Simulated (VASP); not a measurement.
# Mn (Fd-3m) in VASP: further runs, part 2 of 2

VASP 6.6.1. The steps go on from the part before.

## 4. Single point, PBE, collinear spin, ferromagnetic start (volume scaled by 0.4)

Contents of INCAR:

```
SYSTEM = Mn
PREC = Accurate
ENCUT = 520
EDIFF = 1E-7
ISMEAR = -1
SIGMA = 0.1
LREAL = .False.
LASPH = .True.
NELM = 150
ALGO = Normal
ISIF = 2
LWAVE = .False.
LCHARG = .False.
ISPIN = 2
MAGMOM = 3 3
LORBIT = 11
LMAXMIX = 4
GGA = PE
NBANDS = 24
```

Contents of KPOINTS:

```
regular mesh
0
Gamma
  14 14 14
  0 0 0
```

Contents of POSCAR:

```
Mn
1.0
    0.0000000000      1.8244452837      1.8244452837
    1.8244452837      0.0000000000      1.8244452837
    1.8244452837      1.8244452837      0.0000000000
Mn
2
Direct
   -0.1250000000     -0.1250000000     -0.1250000000
    0.1250000000      0.1250000000      0.1250000000
```

Potentials or basis: VASP PAW PBE potentials, release 64 (Mn_pv).

Launch:

```
cat potpaw_PBE.64/Mn_pv/POTCAR > POTCAR
mpirun -np 1 vasp_std > vasp.out
```

OUTCAR:

```text
SYSTEM = Mn
   PREC = Accurate
   ENCUT = 520
   EDIFF = 1E-7
   ISMEAR = -1
   LREAL = .False.
   LASPH = .True.
   NELM = 150
   ISIF = 2
   ISPIN = 2
   LORBIT = 11
   GGA = PE

 ion  position               nearest neighbor table
   1  0.875  0.875  0.875-   2 1.58   2 1.58   2 1.58   2 1.58   2 3.03   2 3.03   2 3.03   2 3.03
                             2 3.03   2 3.03   2 3.03   2 3.03   2 3.03   2 3.03   2 3.03   2 3.03
   2  0.125  0.125  0.125-   1 1.58   1 1.58   1 1.58   1 1.58   1 3.03   1 3.03   1 3.03   1 3.03
                             1 3.03   1 3.03   1 3.03   1 3.03   1 3.03   1 3.03   1 3.03   1 3.03

 -----------------------------------------------------------------------------
|                                                                             |
|           W    W    AA    RRRRR   N    N  II  N    N   GGGG   !!!           |
|           W    W   A  A   R    R  NN   N  II  NN   N  G    G  !!!           |
|           W    W  A    A  R    R  N N  N  II  N N  N  G       !!!           |
|           W WW W  AAAAAA  RRRRR   N  N N  II  N  N N  G  GGG   !            |
|           WW  WW  A    A  R   R   N   NN  II  N   NN  G    G                |
|           W    W  A    A  R    R  N    N  II  N    N   GGGG   !!!           |
|                                                                             |
|     The distance between some ions is very small. Please check the          |
[... 1515 lines left out ...]
 [... further k-points ...]
[... 5 lines left out ...]
  --------------------------------------------------------------------------------------
  -------------------------------------------------------------------------------------
  Total       68.9378042     68.9378042     68.9378042      0.0000000      0.0000000      0.0000000
  in kB     9093.8022054   9093.8022054   9093.8022054      0.0000000      0.0000000      0.0000000
  external PRESSURE =    9093.8022054 kB  Pullay stress =       0.0000000 kB

 VOLUME and BASIS-vectors are now :
 -----------------------------------------------------------------------------
  energy-cutoff  :      520.00
  volume of cell :       12.15
      direct lattice vectors                 reciprocal lattice vectors
     0.000000000  1.824445284  1.824445284    -0.274055903  0.274055903  0.274055903
     1.824445284  0.000000000  1.824445284     0.274055903 -0.274055903  0.274055903
     1.824445284  1.824445284  0.000000000     0.274055903  0.274055903 -0.274055903

 POSITION                                       TOTAL-FORCE (eV/Angst)
 -----------------------------------------------------------------------------------
      3.19278      3.19278      3.19278        -0.000000     -0.000000     -0.000000
      0.45611      0.45611      0.45611         0.000000      0.000000      0.000000
 -----------------------------------------------------------------------------------
    total drift:                                0.000000     -0.000000     -0.000000

  FREE ENERGIE OF THE ION-ELECTRON SYSTEM (eV)
  ---------------------------------------------------
  free  energy   TOTEN  =         9.7056239463 eV

  energy  without entropy=        9.7605650176  energy(sigma->0) =        9.73309448

 total charge

# of ion       s       p       d       tot
------------------------------------------
    1        0.695   6.915   7.104  14.714
    2        0.695   6.915   7.104  14.714
--------------------------------------------------
tot          1.389  13.830  14.209  29.428

 magnetization (x)

# of ion       s       p       d       tot
------------------------------------------
    1        0.000   0.000   0.000   0.000
    2        0.000   0.000   0.000   0.000
--------------------------------------------------
tot          0.000   0.000   0.000   0.000
```

Run time: 43 s. Hardware: 1 thread of Intel Xeon 6975P-C (Granite Rapids), shared host; peak memory 0.16 GiB.

The run converged, but its numbers aren't listed here, since they failed a check.

Caveat: the starting moments collapsed, and a magnetic state may lie lower.

## 5. Single point, PBE, collinear spin, ferromagnetic start (volume scaled by 0.5)

Contents of INCAR:

```
PREC = Accurate
ENCUT = 520
EDIFF = 1E-7
ISMEAR = -1
SIGMA = 0.1
LREAL = False
LASPH = True
NELM = 150
ALGO = Normal
ISIF = 2
LWAVE = False
LCHARG = False
ISPIN = 2
MAGMOM = 3 3
LORBIT = 11
LMAXMIX = 4
GGA = PE
NBANDS = 24
```

Contents of KPOINTS:

```
Automatic mesh
0
Gamma
  14 14 14
```

Contents of POSCAR:

```
Mn
1.0
    0.0000000000      1.9653241046      1.9653241046
    1.9653241046      0.0000000000      1.9653241046
    1.9653241046      1.9653241046      0.0000000000
Mn
2
Direct
   -0.1250000000     -0.1250000000     -0.1250000000
    0.1250000000      0.1250000000      0.1250000000
```

Launch:

```
cat potpaw_PBE.64/Mn_pv/POTCAR > POTCAR
mpirun -np 1 vasp_std > vasp.out
```

Run time: 56 s. Hardware: 1 thread of Intel Xeon 6975P-C (Granite Rapids), shared host; peak memory 0.18 GiB.

The run converged. Its results:

```
Free energy            : -2.9778 eV
Pressure               : 473.2 GPa
Band gap on the k mesh : zero (filled and empty bands overlap)
Net moment             : 0.00 μB per cell
```

Levels at points of the mesh, in eV from the Fermi level:
Spin up:
```
           k point  band 11  band 12  band 13  band 14  band 15  band 16
(0.00, 0.00, 0.00)    -3.87    -3.87     0.34     0.34     0.34     4.63
(0.50, 0.00, 0.00)    -4.58    -3.92     0.16     2.02     2.02     3.74
(0.50, 0.50, 0.00)    -1.34    -1.34     0.72     0.72     4.06     4.06
```
Spin down:
```
           k point  band 11  band 12  band 13  band 14  band 15  band 16
(0.00, 0.00, 0.00)    -3.87    -3.87     0.34     0.34     0.34     4.63
(0.50, 0.00, 0.00)    -4.58    -3.92     0.16     2.02     2.02     3.74
(0.50, 0.50, 0.00)    -1.34    -1.34     0.72     0.72     4.06     4.06
```

Caveat: the starting moments collapsed, and a magnetic state may lie lower.

## 6. Single point, PBE, collinear spin, ferromagnetic start (volume scaled by 0.6)

Contents of INCAR:

```
ALGO     = Normal         # electronic algorithm
EDIFF    = 1E-6           # SCF threshold, eV
ENCUT    = 520            # plane-wave cutoff, eV
GGA      = PE             # functional
ISIF     = 2              # what is computed and relaxed
ISMEAR   = -1             # smearing method
ISPIN    = 2              # spin polarisation
LASPH    = T              # aspherical terms in the spheres
LCHARG   = F              # write CHGCAR
LMAXMIX  = 4              # l up to which the mixer works
LORBIT   = 11             # projections on sites
LREAL    = F              # projectors in reciprocal space
LWAVE    = F              # write WAVECAR
MAGMOM   = 3 3            # initial moments
NBANDS   = 24             # bands
NELM     = 150            # most SCF steps
PREC     = Accurate       # precision mode
SIGMA    = 0.1            # smearing width, eV
```

Contents of KPOINTS:

```
k-points
0
Gamma
  14 14 14
```

Contents of POSCAR:

```
Mn
1.0
    0.0000000000      2.0884685010      2.0884685010
    2.0884685010      0.0000000000      2.0884685010
    2.0884685010      2.0884685010      0.0000000000
Mn
2
Direct
   -0.1250000000     -0.1250000000     -0.1250000000
    0.1250000000      0.1250000000      0.1250000000
```

Potentials or basis: VASP PAW PBE potentials, release 64 (Mn_pv).

Launch:

```
cat potpaw_PBE.64/Mn_pv/POTCAR > POTCAR
mpirun -np 1 vasp_std > vasp.out
```

OUTCAR:

```text
EDIFF = 1E-6
   ENCUT = 520
   GGA = PE
   ISIF = 2
   ISMEAR = -1
   ISPIN = 2
   LASPH = T
   LORBIT = 11
   LREAL = F
   NELM = 150
   PREC = Accurate

 ion  position               nearest neighbor table
   1  0.875  0.875  0.875-   2 1.81   2 1.81   2 1.81   2 1.81
   2  0.125  0.125  0.125-   1 1.81   1 1.81   1 1.81   1 1.81

  LATTYP: Found a face centered cubic cell.
 ALAT       =     4.1769370020

  Lattice vectors:

 A1 = (   0.0000000000,   2.0884685010,   2.0884685010)
 A2 = (   2.0884685010,   0.0000000000,   2.0884685010)
 A3 = (   2.0884685010,   2.0884685010,   0.0000000000)
[... 1514 lines left out ...]

 VOLUME and BASIS-vectors are now :
 -----------------------------------------------------------------------------
  energy-cutoff  :      520.00
  volume of cell :       18.22
      direct lattice vectors                 reciprocal lattice vectors
     0.000000000  2.088468501  2.088468501    -0.239409883  0.239409883  0.239409883
     2.088468501  0.000000000  2.088468501     0.239409883 -0.239409883  0.239409883
     2.088468501  2.088468501  0.000000000     0.239409883  0.239409883 -0.239409883

 POSITION                                       TOTAL-FORCE (eV/Angst)
 -----------------------------------------------------------------------------------
      3.65482      3.65482      3.65482        -0.000000      0.000000     -0.000000
      0.52212      0.52212      0.52212         0.000000     -0.000000      0.000000
 -----------------------------------------------------------------------------------
    total drift:                                0.000000      0.000000      0.000000

  FREE ENERGIE OF THE ION-ELECTRON SYSTEM (eV)
  ---------------------------------------------------
  free  energy   TOTEN  =        -9.5098830861 eV

  energy  without entropy=       -9.4391196636  energy(sigma->0) =       -9.47450137

 total charge

# of ion       s       p       d       tot
------------------------------------------
    1        0.627   6.502   6.108  13.237
    2        0.627   6.502   6.108  13.237
--------------------------------------------------
tot          1.254  13.004  12.217  26.474

 magnetization (x)

# of ion       s       p       d       tot
------------------------------------------
    1       -0.000  -0.000  -0.000  -0.000
    2       -0.000  -0.000  -0.000  -0.000
--------------------------------------------------
tot         -0.000  -0.000  -0.000  -0.000
```

OSZICAR:

```text
N       E                     dE             d eps       ncg     rms          rms(c)
DAV:   1     0.254830300448E+03    0.25483E+03   -0.14424E+04 10224   0.162E+03
DAV:   2     0.304343764891E+01   -0.25179E+03   -0.23887E+03 10128   0.407E+02
DAV:   3    -0.726005887396E+01   -0.10303E+02   -0.10269E+02 11328   0.937E+01
DAV:   4    -0.733477967717E+01   -0.74721E-01   -0.74716E-01 11256   0.779E+00
DAV:   5    -0.733570869591E+01   -0.92902E-03   -0.92902E-03 11416   0.886E-01    0.347E+01
DAV:   6    -0.940594815851E+01   -0.20702E+01   -0.76070E-01 11176   0.922E+00    0.144E+01
DAV:   7    -0.944908617737E+01   -0.43138E-01   -0.23292E-01 10648   0.432E+00    0.726E+00
DAV:   8    -0.950325040169E+01   -0.54164E-01   -0.26274E-02 10928   0.192E+00    0.304E+00
DAV:   9    -0.950840730814E+01   -0.51569E-02   -0.53732E-03 10960   0.596E-01    0.424E-01
DAV:  10    -0.950989133593E+01   -0.14840E-02   -0.87136E-04 10896   0.352E-01    0.986E-02
DAV:  11    -0.950989932353E+01   -0.79876E-05   -0.25111E-05 11488   0.605E-02    0.260E-02
DAV:  12    -0.950989316028E+01    0.61633E-05   -0.11792E-06  8664   0.119E-02    0.140E-02
DAV:  13    -0.950988336919E+01    0.97911E-05   -0.58133E-07  8552   0.866E-03    0.367E-03
DAV:  14    -0.950988308614E+01    0.28306E-06   -0.26323E-07  5464   0.636E-03
   1 F= -.95098831E+01 E0= -.94745014E+01  d E =-.707634E-01  mag=     0.0000
```

It took 33 s on 1 thread of Intel Xeon 6975P-C (Granite Rapids), shared host; peak memory 0.19 GiB.

What came out:

```yaml
Free_energy: -9.5099 eV
Pressure: 240.1 GPa
Band_gap_on_the_k_mesh: zero (filled and empty bands overlap)
Net_moment: 0.00 μB per cell
```

Caveat: the starting moments collapsed, and a magnetic state may lie lower.
